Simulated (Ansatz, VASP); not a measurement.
One calculation of Nb, two programs

File INCAR:

```
  PREC = Accurate
  ENCUT = 500
  EDIFF = 1E-6
  ISMEAR = 0
  SIGMA = 0.1
  LREAL = F
  LASPH = T
  NELM = 120
  ALGO = Normal
  ISIF = 2
  LWAVE = F
  LCHARG = F
  GGA = PS
  NBANDS = 12
  GGA_COMPAT = F
```

The input KPOINTS:

```
Automatic mesh
0
Gamma
  9 9 6
```

File POSCAR:

```
Nb
1.0
    2.8410979304      0.0000000000      0.0000000000
   -1.4205489652      2.4604629824      0.0000000000
    0.0000000000      0.0000000000      2.6546508788
Nb
1
Direct
    0.0000000000      0.0000000000      0.0000000000
```

Input for Ansatz:

```yaml
crystal:
  lattice:
    - [2.8410979304, 0.0, 0.0]
    - [-1.4205489652, 2.4604629824, 0.0]
    - [0.0, 0.0, 2.6546508788]
  atoms:
    - { symbol: Nb, position: [0.0, 0.0, 0.0] }
basis:
  ecutwfc: 420
kpoints:
  mp_grid: { grid: [9, 9, 6] }
hamiltonian:
  xc: pbesol
scf:
  occupations: { method: gaussian, width: 0.1 }
  lower_state_search: "off"
output:
  forces: true
  stress: true
  eigenvalues: true
```

Alike in both runs: task single point; functional PBEsol; k mesh 9 × 9 × 6; occupations gaussian, width 0.1 eV; no spin polarisation.

|  | VASP | Ansatz |
| --- | --- | --- |
| version | VASP 6.6.1 | Ansatz 0.2.0 |
| potentials or method | VASP PAW PBE potentials, release 64 (Nb_sv), cutoff 500 eV | scalar-relativistic, plane waves, PAW |
| valence electrons in the cell | 13 | 13 |

```tsv
	VASP	Ansatz	Ansatz less VASP
gap on the k mesh at the Fermi level (eV)	none	none	-
pressure (GPa)	2.0	2.2	+0.23
traceless stress, the component that is largest in VASP (GPa)	3.44	3.46	+0.021
```

VASP's potentials were made for PBE, not for PBEsol. A gap of «none» marks a metal or a gap that the smearing closes. The functional is the same, so the differences come from potentials, cutoffs and numerics.

The k mesh is coarse, so the values compare programs but aren't converged.
